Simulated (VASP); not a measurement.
ZnS: relaxation of shape and atoms at fixed volume with PBE

Crystal: ZnS.

```
Zn S
1.0
     3.88381    0.00000    0.00000
    -1.94191    3.36348    0.00000
     0.00000    0.00000    6.36667
Zn S
2 2
Direct
  0.33333 0.66667 0.00520
  0.66667 0.33333 0.50520
  0.33333 0.66667 0.37980
  0.66667 0.33333 0.87980
```

```yaml
Program: VASP 6.6.1
Task: relaxation of shape and atoms at fixed volume
Functional: PBE
Potentials_or_basis: VASP PAW PBE potentials, release 64 (Zn, S)
Cutoff: 600 eV
k_mesh: 12 × 12 × 6
Occupations: gaussian, width 0.02 eV
Spin: no spin polarisation
Dipole_correction: no
Further_INCAR_settings: ALGO = Normal; EDIFF = 1e-07; IBRION = 2; EDIFFG = -0.01; NSW = 50; ISIF = 4
```

| Item | Value |
| --- | --- |
| Pressure after relaxing | -1.8 GPa |
| Largest force after relaxing | 0.005 eV/Å |
| Band gap on the k mesh | 1.95 eV |

Forces on the atoms (eV/Å):
```
Zn   0.000  0.000 -0.005
Zn   0.000  0.000 -0.005
S    0.000  0.000  0.005
S    0.000  0.000  0.005
```

Final structure:
```
Zn S
1.0
     3.88381    0.00000    0.00000
    -1.94191    3.36348    0.00000
     0.00000    0.00000    6.36667
Zn S
2 2
Direct
  0.33333 0.66667 0.00520
  0.66667 0.33333 0.50520
  0.33333 0.66667 0.37980
  0.66667 0.33333 0.87980
```

Levels at points of the mesh, in eV from the valence-band top:
```
           k point  band 14  band 15  band 16  band 17  band 18  band 19  band 20  band 21  band 22
(0.00, 0.00, 0.00)    -0.81    -0.81    -0.07     0.00     0.00     1.95     3.00     6.34     6.34
(0.50, 0.00, 0.00)    -3.90    -3.01    -2.04    -1.52    -0.81     3.70     4.10     5.16     6.94
(0.00, 0.00, 0.50)    -2.74    -0.43    -0.43    -0.43    -0.43     3.39     3.39     6.69     6.69
(0.50, 0.00, 0.50)    -4.60    -1.49    -1.49    -1.47    -1.47     3.52     3.52     5.26     5.26
```

It took 2.3 min on 1 thread of AMD EPYC 7R13 Processor (Zen 3), with other jobs on the host, peak memory 0.28 GiB.

Caveat: the relaxation stopped at its first step, so nothing moved. A k mesh can miss the band edges.
